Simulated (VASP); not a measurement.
# Nb (Fm-3m) in VASP: a series of runs, part 2 of 2

VASP 6.6.1. Earlier steps stand in the parts before.

### 3 Single point, r2SCAN (strain +0.015 along x and y, +0.015 along z)

Contents of POSCAR:

```
Nb
1.0
    0.0000000000      2.1467250000      2.1467250000
    2.1467250000      0.0000000000      2.1467250000
    2.1467250000      2.1467250000      0.0000000000
Nb
1
Direct
    0.0000000000      0.0000000000      0.0000000000
```

Contents of INCAR.step1:

```
PREC = Accurate
ENCUT = 520
ISMEAR = 0
SIGMA = 0.15
LREAL = False
LASPH = True
NELM = 100
NBANDS = 12
GGA = PE
ALGO = Normal
EDIFF = 1E-4
LWAVE = True
LCHARG = False
```

Contents of INCAR.step2:

```
PREC = Accurate
ENCUT = 520
EDIFF = 1E-6
ISMEAR = 0
SIGMA = 0.15
LREAL = False
LASPH = True
NELM = 100
ALGO = Normal
ISIF = 2
LWAVE = False
LCHARG = False
METAGGA = R2SCAN
LMIXTAU = True
NBANDS = 12
ISTART = 1
```

Contents of KPOINTS:

```
regular mesh
0
Gamma
  20 20 20
```

Potentials or basis: VASP PAW PBE potentials, release 64 (Nb_sv).

Launch:

```sh
$ cat potpaw_PBE.64/Nb_sv/POTCAR > POTCAR
$ cp INCAR.step1 INCAR
$ mpirun -np 1 vasp_std > vasp.out
$ cp INCAR.step2 INCAR
$ mpirun -np 1 vasp_std > vasp.out
```

Run time: 1.8 min. Hardware: 1 thread of Intel Xeon Platinum 8259CL at 2.50GHz (Skylake/Cascade Lake), shared host; peak memory 0.18 GiB.

The run converged. Its results:

| Property | Result |
| --- | --- |
| Free energy | -24.4876 eV |
| Pressure | -8.8 GPa |
| Band gap on the k mesh | zero (an odd number of electrons rules out a gap without spin polarisation) |

Levels at points of the mesh, in eV from the Fermi level:
| k point | band 3 | band 4 | band 5 | band 6 | band 7 | band 8 | band 9 | band 10 |
| --- | --- | --- | --- | --- | --- | --- | --- | --- |
| (0.00, 0.00, 0.00) | -31.44 | -31.44 | -6.48 | 0.16 | 0.16 | 0.16 | 2.80 | 2.80 |
| (0.50, 0.00, 0.00) | -31.58 | -31.58 | -3.86 | 0.05 | 0.05 | 1.06 | 4.59 | 4.59 |
| (0.50, 0.50, 0.00) | -31.82 | -31.82 | -3.95 | -3.27 | 3.31 | 4.64 | 5.06 | 5.06 |

Caveat: the cell differs from its parent crystal (strain +0.015 along x and y, +0.015 along z); the cell stands under tension; the PAW data sets were made with another functional, which shifts forces and pressure a little.

### 4 Single point, r2SCAN (strain +0.030 along x and y, +0.030 along z)

Contents of POSCAR:

```
Nb
1.0
    0.0000000000      2.1784500000      2.1784500000
    2.1784500000      0.0000000000      2.1784500000
    2.1784500000      2.1784500000      0.0000000000
Nb
1
Direct
    0.0000000000      0.0000000000      0.0000000000
```

Contents of INCAR.step1:

```
SYSTEM = Nb
  PREC = Accurate
  ENCUT = 520
  ISMEAR = 0
  SIGMA = 0.15
  LREAL = .False.
  LASPH = .True.
  NELM = 100
  NBANDS = 12
  GGA = PE
  ALGO = Normal
  EDIFF = 1E-4
  LWAVE = .True.
  LCHARG = .False.
```

Contents of INCAR.step2:

```
SYSTEM = Nb
  PREC = Accurate
  ENCUT = 520
  EDIFF = 1E-6
  ISMEAR = 0
  SIGMA = 0.15
  LREAL = .False.
  LASPH = .True.
  NELM = 100
  ALGO = Normal
  ISIF = 2
  LWAVE = .False.
  LCHARG = .False.
  METAGGA = R2SCAN
  LMIXTAU = .True.
  NBANDS = 12
  ISTART = 1
```

Contents of KPOINTS:

```
Automatic mesh
0
Gamma
  20 20 20
  0 0 0
```

Potentials or basis: VASP PAW PBE potentials, release 64 (Nb_sv).

Launch:

```sh
$ cat potpaw_PBE.64/Nb_sv/POTCAR > POTCAR
$ cp INCAR.step1 INCAR
$ mpirun -np 1 vasp_std > vasp.out
$ cp INCAR.step2 INCAR
$ mpirun -np 1 vasp_std > vasp.out
```

OUTCAR:

```text
SYSTEM = Nb
   PREC = Accurate
   ENCUT = 520
   EDIFF = 1E-6
   ISMEAR = 0
   LREAL = .False.
   LASPH = .True.
   NELM = 100
   ISIF = 2
   METAGGA = R2SCAN
   ISTART = 1

 ion  position               nearest neighbor table
   1  0.000  0.000  0.000-

  LATTYP: Found a face centered cubic cell.
 ALAT       =     4.3569000000

  Lattice vectors:

 A1 = (   0.0000000000,   2.1784500000,   2.1784500000)
 A2 = (   2.1784500000,   0.0000000000,   2.1784500000)
 A3 = (   2.1784500000,   2.1784500000,   0.0000000000)

Analysis of symmetry for initial positions (statically):
[... 529 lines left out ...]
      5       5.9487      2.00000
      6       9.4784      1.92845
      7       9.8799      0.04730
      8       9.9931      0.00228
      9      13.0532      0.00000
     10      13.6925      0.00000
     11      20.5589      0.00000
     12      22.9393      0.00000

 [... further k-points ...]
[... 5 lines left out ...]
  --------------------------------------------------------------------------------------
  -------------------------------------------------------------------------------------
  Total       -1.8406052     -1.8406052     -1.8406052     -0.0000000      0.0000000      0.0000000
  in kB     -142.6259114   -142.6259114   -142.6259114     -0.0000000      0.0000000      0.0000000
  external PRESSURE =    -142.6259114 kB  Pullay stress =       0.0000000 kB

 VOLUME and BASIS-vectors are now :
 -----------------------------------------------------------------------------
  energy-cutoff  :      520.00
  volume of cell :       20.68
      direct lattice vectors                 reciprocal lattice vectors
     0.000000000  2.178450000  2.178450000    -0.229520990  0.229520990  0.229520990
     2.178450000  0.000000000  2.178450000     0.229520990 -0.229520990  0.229520990
     2.178450000  2.178450000  0.000000000     0.229520990  0.229520990 -0.229520990

 POSITION                                       TOTAL-FORCE (eV/Angst)
 -----------------------------------------------------------------------------------
      0.00000      0.00000      0.00000         0.000000      0.000000      0.000000
 -----------------------------------------------------------------------------------
    total drift:                                0.000000      0.000000      0.000000

  FREE ENERGIE OF THE ION-ELECTRON SYSTEM (eV)
  ---------------------------------------------------
  free  energy   TOTEN  =       -24.4230253440 eV

  energy  without entropy=      -24.4068517099  energy(sigma->0) =      -24.41493853
```

OUTCAR.step1:

```text
SYSTEM = Nb
   PREC = Accurate
   ENCUT = 520
   ISMEAR = 0
   LREAL = .False.
   LASPH = .True.
   NELM = 100
[... 576 lines left out ...]
 -----------------------------------------------------------------------------------
      0.00000      0.00000      0.00000        -0.000000     -0.000000      0.000000
 -----------------------------------------------------------------------------------
    total drift:                               -0.000000      0.000000     -0.000000

  FREE ENERGIE OF THE ION-ELECTRON SYSTEM (eV)
  ---------------------------------------------------
  free  energy   TOTEN  =        -9.8141184360 eV

  energy  without entropy=       -9.7956059801  energy(sigma->0) =       -9.80486221
```

Wall time 1.8 min (1 thread of Intel Xeon Platinum 8259CL at 2.50GHz (Skylake/Cascade Lake), shared host); peak memory 0.19 GiB.

Results:

| Quantity | Value |
| --- | --- |
| Free energy | -24.4230 eV |
| Pressure | -14.3 GPa |
| Band gap on the k mesh | zero (an odd number of electrons rules out a gap without spin polarisation) |

Levels at points of the mesh, in eV from the Fermi level:
| k point | band 3 | band 4 | band 5 | band 6 | band 7 | band 8 | band 9 | band 10 |
| --- | --- | --- | --- | --- | --- | --- | --- | --- |
| (0.00, 0.00, 0.00) | -31.57 | -31.57 | -6.36 | 0.18 | 0.18 | 0.18 | 2.67 | 2.67 |
| (0.50, 0.00, 0.00) | -31.69 | -31.69 | -3.70 | 0.08 | 0.08 | 0.92 | 4.34 | 4.34 |
| (0.50, 0.50, 0.00) | -31.90 | -31.90 | -3.71 | -3.06 | 3.08 | 4.40 | 4.77 | 4.77 |

Caveat: the cell differs from its parent crystal (strain +0.030 along x and y, +0.030 along z); the cell stands under tension; the PAW data sets were made with another functional, which shifts forces and pressure a little.

### 5 Summary

```csv
cell,gap on the mesh (eV),pressure (GPa)
"a = 2.946 Å, angles 60.0°, 1 atom",none,5.7
"a = 3.036 Å, angles 60.0°, 1 atom",none,-8.8
"a = 3.081 Å, angles 60.0°, 1 atom",none,-14.3
```

Alike in all rows: task single point; level r2SCAN; potentials or basis VASP PAW PBE potentials, release 64 (Nb_sv); no spin polarisation; k mesh 20 × 20 × 20; cutoff (eV) 520; smearing gaussian 0.15 eV.

Caveats: the PAW data sets were made with another functional, which shifts forces and pressure a little; the cell stands under tension (at least some runs); the cell stands under pressure (at least some runs).

Absolute energies hang on the potentials; compare differences alone.
